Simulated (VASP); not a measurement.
# W (I4/mmm) in VASP: further runs, part 2 of 2

VASP 6.6.1. Earlier steps stand in the parts before.

**4. Single point, r2SCAN (strain +0.000 along x and y, +0.050 along z)**

Input file POSCAR:

```
W
1.0
   -1.5973000000      1.5973000000      1.6771650000
    1.5973000000     -1.5973000000      1.6771650000
    1.5973000000      1.5973000000     -1.6771650000
W
1
Direct
    0.0000000000      0.0000000000      0.0000000000
```

Input file INCAR.step1:

```
ALGO = Normal
EDIFF = 1E-4
ENCUT = 520
GGA = PE
ISMEAR = 0
LASPH = T
LCHARG = F
LREAL = F
LWAVE = T
NBANDS = 13
NELM = 80
PREC = Accurate
SIGMA = 0.15
```

Input file INCAR.step2:

```
ALGO = Normal
EDIFF = 1E-6
ENCUT = 520
ISIF = 2
ISMEAR = 0
ISTART = 1
LASPH = T
LCHARG = F
LMIXTAU = T
LREAL = F
LWAVE = F
METAGGA = R2SCAN
NBANDS = 13
NELM = 80
PREC = Accurate
SIGMA = 0.15
```

Input file KPOINTS:

```
k-points
0
Gamma
  20 20 20
```

Potentials or basis: VASP PAW PBE potentials, release 64 (W_sv).

The run is started by

```console
cat potpaw_PBE.64/W_sv/POTCAR > POTCAR
cp INCAR.step1 INCAR
mpirun -np 1 vasp_std > vasp.out
cp INCAR.step2 INCAR
mpirun -np 1 vasp_std > vasp.out
```

OUTCAR:

```text
EDIFF = 1E-6
   ENCUT = 520
   ISIF = 2
   ISMEAR = 0
   ISTART = 1
   LASPH = T
   LREAL = F
   METAGGA = R2SCAN
   NELM = 80
   PREC = Accurate

 ion  position               nearest neighbor table
   1  0.000  0.000  0.000-

  LATTYP: Found a body centered tetragonal cell.
 ALAT       =     3.1946000000
 C/A-ratio  =     1.0500000000

  Lattice vectors:

 A1 = (  -1.5973000000,   1.5973000000,   1.6771650000)
 A2 = (   1.5973000000,  -1.5973000000,   1.6771650000)
 A3 = (   1.5973000000,   1.5973000000,  -1.6771650000)

Analysis of symmetry for initial positions (statically):
=====================================================================
 Subroutine PRICEL returns:
 Original cell was already a primitive cell.

 Routine SETGRP: Setting up the symmetry group for a
 body centered tetragonal supercell.

 Subroutine GETGRP returns: Found 16 space group operations
 (whereof 16 operations were pure point group operations)
 out of a pool of 16 trial point group operations.

The static configuration has the point symmetry D_4h.

Analysis of symmetry for dynamics (positions and initial velocities):
=====================================================================
 Subroutine PRICEL returns:
 Original cell was already a primitive cell.

 Routine SETGRP: Setting up the symmetry group for a
 body centered tetragonal supercell.

 Subroutine GETGRP returns: Found 16 space group operations
 (whereof 16 operations were pure point group operations)
 out of a pool of 16 trial point group operations.

The dynamic configuration has the point symmetry D_4h.

 Subroutine INISYM returns: Found 16 space group operations
 (whereof 16 operations are pure point group operations),
 and found     1 'primitive' translations

----------------------------------------------------------------------------------------

                                     Primitive cell

  volume of cell :      17.1163

  direct lattice vectors                    reciprocal lattice vectors
[... 113 lines left out ...]
   IVDW    =     0    specifies the selected vdW correction
   LEPSILON=     F    determine dielectric tensor
   LRPA    =     F    only Hartree local field effects (RPA)
 non-spin polarized calculation
 Gauss-broadening in eV      SIGMA  =   0.15
  energy-cutoff  :      520.00
  volume of cell :       17.12
 maximum number of plane-waves:       476
 NGX is ok and might be reduce to    24
   NGX = 11   NGY = 11   NGZ = 11

 number of electron      14.0000001 magnetization

 Free energy of the ion-electron system (eV)
  ---------------------------------------------------
  ext. energy  EPLUGINS =         0.00000000
  ---------------------------------------------------
  free energy    TOTEN  =       -51.26008926 eV

  energy without entropy =      -51.25585701  energy(sigma->0) =      -51.25797313

 E-fermi :  10.2299     XC(G=0): -14.4685

 val. band max:       10.2263296930   @ k =  -0.2000   0.3500   0.1500
 cond. band min:      10.2430459746   @ k =  -0.2500   0.3500   0.1500
 fundamental gap:      0.0167162816
 Fermi energy:        10.2299451854

 k-point     1 :       0.0000    0.0000    0.0000
  band No.  band energies     occupation
      1     -66.0160      2.00000
      2     -28.9923      2.00000
      3     -28.9766      2.00000
      4     -28.9766      2.00000
      5       0.5214      2.00000
      6       8.8701      2.00000
      7       8.8702      2.00000
      8       9.4789      2.00000
      9      12.1700      0.00000
     10      12.9628      0.00000
     11      24.6975      0.00000
     12      25.6350      0.00000
     13      25.6350      0.00000
[... 354 lines left out ...]
  band No.  band energies     occupation
      1     -65.9375      2.00000
      2     -29.7776      2.00000
      3     -29.2234      2.00000
      4     -28.9953      2.00000
      5       3.8184      2.00000
      6       7.5426      2.00000
      7       8.4381      2.00000
      8      11.7968      0.00000
      9      13.1241      0.00000
     10      13.3382      0.00000
     11      23.8193      0.00000
     12      24.1080      0.00000
     13      30.8862      0.00000

 [... further k-points ...]

------------------------ aborting loop because EDIFF is reached ----------------------------------------

  FORCE on cell =-STRESS in cart. coord.  units (eV):
  Direction    XX          YY          ZZ          XY          YZ          ZX
  --------------------------------------------------------------------------------------
  -------------------------------------------------------------------------------------
  Total       -1.5198716     -1.5198716     -3.0163719      0.0000000      0.0000000     -0.0000000
  in kB     -142.2684883   -142.2684883   -282.3492946      0.0000000      0.0000000     -0.0000000
  external PRESSURE =    -188.9620904 kB  Pullay stress =       0.0000000 kB

 VOLUME and BASIS-vectors are now :
 -----------------------------------------------------------------------------
  energy-cutoff  :      520.00
  volume of cell :       17.12
      direct lattice vectors                 reciprocal lattice vectors
    -1.597300000  1.597300000  1.677165000     0.000000000  0.313028235  0.298122129
     1.597300000 -1.597300000  1.677165000     0.313028235  0.000000000  0.298122129
     1.597300000  1.597300000 -1.677165000     0.313028235  0.313028235  0.000000000

 POSITION                                       TOTAL-FORCE (eV/Angst)
 -----------------------------------------------------------------------------------
      0.00000      0.00000      0.00000        -0.000000     -0.000000      0.000000
 -----------------------------------------------------------------------------------
    total drift:                                0.000000      0.000000     -0.000000

  FREE ENERGIE OF THE ION-ELECTRON SYSTEM (eV)
  ---------------------------------------------------
  free  energy   TOTEN  =       -51.2600892551 eV

  energy  without entropy=      -51.2558570146  energy(sigma->0) =      -51.25797313
```

OUTCAR.step1:

```text
EDIFF = 1E-4
   ENCUT = 520
   GGA = PE
   ISMEAR = 0
   LASPH = T
[... 601 lines left out ...]

 POSITION                                       TOTAL-FORCE (eV/Angst)
 -----------------------------------------------------------------------------------
      0.00000      0.00000      0.00000        -0.000000     -0.000000     -0.000000
 -----------------------------------------------------------------------------------
    total drift:                                0.000000      0.000000     -0.000000

  FREE ENERGIE OF THE ION-ELECTRON SYSTEM (eV)
  ---------------------------------------------------
  free  energy   TOTEN  =       -12.8884976893 eV

  energy  without entropy=      -12.8833361730  energy(sigma->0) =      -12.88591693
```

OSZICAR.step1:

```text
N       E                     dE             d eps       ncg     rms          rms(c)
DAV:   1     0.857863095229E+02    0.85786E+02   -0.75143E+03 16703   0.121E+03
DAV:   2    -0.118303719529E+02   -0.97617E+02   -0.93772E+02 18831   0.317E+02
DAV:   3    -0.135653563317E+02   -0.17350E+01   -0.17286E+01 18281   0.407E+01
DAV:   4    -0.135730819386E+02   -0.77256E-02   -0.77254E-02 18276   0.300E+00
DAV:   5    -0.135731521478E+02   -0.70209E-04   -0.70208E-04 18636   0.272E-01    0.181E+01
DAV:   6    -0.130251039675E+02    0.54805E+00   -0.49206E-01 17306   0.914E+00    0.671E+00
DAV:   7    -0.128926145980E+02    0.13249E+00   -0.23364E-01 18611   0.595E+00    0.815E-01
DAV:   8    -0.128885300919E+02    0.40845E-02   -0.42969E-03 17061   0.832E-01    0.919E-02
DAV:   9    -0.128884976893E+02    0.32403E-04   -0.13110E-04 17213   0.140E-01
   1 F= -.12888498E+02 E0= -.12885917E+02  d E =-.516152E-02
```

It took 5.1 min on 1 thread of Intel Xeon Platinum 8259CL at 2.50GHz (Skylake/Cascade Lake), shared host; peak memory 0.25 GiB.

Results:

| Item | Value |
| --- | --- |
| Free energy | -51.2601 eV |
| Pressure | -18.9 GPa |
| Band gap on the k mesh | zero (bands 7 and 8 overlap by 5.56 eV) |

Caveat: the cell differs from its parent crystal (strain +0.000 along x and y, +0.050 along z); the stress differs along the axes, from -28 to -14 GPa; the PAW data sets were made with another functional, which shifts forces and pressure a little; spin-orbit coupling is left out, which moves the levels of the heavy elements.

**5. Overview**

| cell | gap on the mesh (eV) | pressure (GPa) |
| --- | --- | --- |
| a = 2.790 Å, angles 110.1, 110.1, 108.1°, 1 atom | none | -13.1 |
| a = 2.790 Å, angles 108.1, 108.1, 112.1°, 1 atom | none | -12.7 |
| a = 2.813 Å, angles 110.8, 110.8, 106.8°, 1 atom | none | -18.9 |

Alike in all rows: task single point; level r2SCAN; potentials or basis VASP PAW PBE potentials, release 64 (W_sv); no spin polarisation; k mesh 20 × 20 × 20; cutoff (eV) 520; smearing gaussian 0.15 eV.

Caveats: the PAW data sets were made with another functional, which shifts forces and pressure a little; spin-orbit coupling is left out, which moves the levels of the heavy elements; the stress differs along the axes, from -18 to -10 GPa (at least some runs); the stress differs along the axes, from -18 to -2 GPa (at least some runs); the stress differs along the axes, from -28 to -14 GPa (at least some runs).

Total energies depend on the potentials used, so only differences within one code and one set of settings carry meaning.
